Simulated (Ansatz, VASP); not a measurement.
One calculation of MoS2, two programs

INCAR

```
SYSTEM = MoS2
PREC = Accurate
ENCUT = 520
EDIFF = 1E-6
ISMEAR = 0
SIGMA = 0.05
LREAL = .FALSE.
LASPH = .TRUE.
NELM = 60
ALGO = Normal
ISIF = 2
LWAVE = .FALSE.
LCHARG = .FALSE.
GGA = PE
NBANDS = 35
```

Contents of KPOINTS:

```
Automatic mesh
0
G
  12 12 2
  0 0 0
```

POSCAR

```
MoS2
1.0
    3.1855822578      0.0000000000      0.0000000000
   -1.5927911289      2.7587951611      0.0000000000
    0.0000000000      0.0000000000     14.5104515858
Mo S
2 4
Direct
    0.3490290511      0.6823623844      0.2500000000
    0.6666666667      0.3333333333      0.7500000000
    0.3333333333      0.6666666667      0.6423151295
    0.6666666667      0.3333333333      0.1423151295
    0.3333333333      0.6666666667      0.8576848705
    0.6666666667      0.3333333333      0.3576848705
```

Input for Ansatz:

```yaml
crystal:
  lattice:
    - [3.1855822578, 0.0, 0.0]
    - [-1.5927911289, 2.7587951611, 0.0]
    - [0.0, 0.0, 14.5104515858]
  atoms:
    - { symbol: Mo, position: [0.3490290511, 0.6823623844, 0.25] }
    - { symbol: Mo, position: [0.6666666667, 0.3333333333, 0.75] }
    - { symbol: S, position: [0.3333333333, 0.6666666667, 0.6423151295] }
    - { symbol: S, position: [0.6666666667, 0.3333333333, 0.1423151295] }
    - { symbol: S, position: [0.3333333333, 0.6666666667, 0.8576848705] }
    - { symbol: S, position: [0.6666666667, 0.3333333333, 0.3576848705] }
basis:
  ecutwfc: 420
kpoints:
  mp_grid: { grid: [12, 12, 2] }
hamiltonian:
  xc: pbe
scf:
  occupations: { method: gaussian, width: 0.05 }
output:
  forces: true
  stress: true
  eigenvalues: true
```

Alike in both runs: task single point; functional PBE; k mesh 12 × 12 × 2; occupations gaussian, width 0.05 eV; no spin polarisation.

|  | VASP | Ansatz |
| --- | --- | --- |
| version | VASP 6.6.1 | Ansatz 0.2.0 |
| potentials or method | VASP PAW PBE potentials, release 64 (Mo_sv, S), cutoff 520 eV | scalar-relativistic, plane waves, PAW |
| valence electrons in the cell | 52 | 52 |

```tsv
	VASP	Ansatz	Ansatz less VASP
gap on the k mesh at the Fermi level (eV)	1.42	1.41	-0.013
least direct gap on the mesh (eV)	1.66	1.66	-0.004
pressure (GPa)	-0.1	0.0	+0.11
traceless stress, the component that is largest in VASP (GPa)	-0.34	-0.36	-0.021
rms of the force components (eV/Å)	0.283	0.283	+0.0006
```

Atom by atom the forces differ by 0.006 eV/Å (rms over components). With one functional, cell and mesh, what is left measures potentials, basis and numerics.
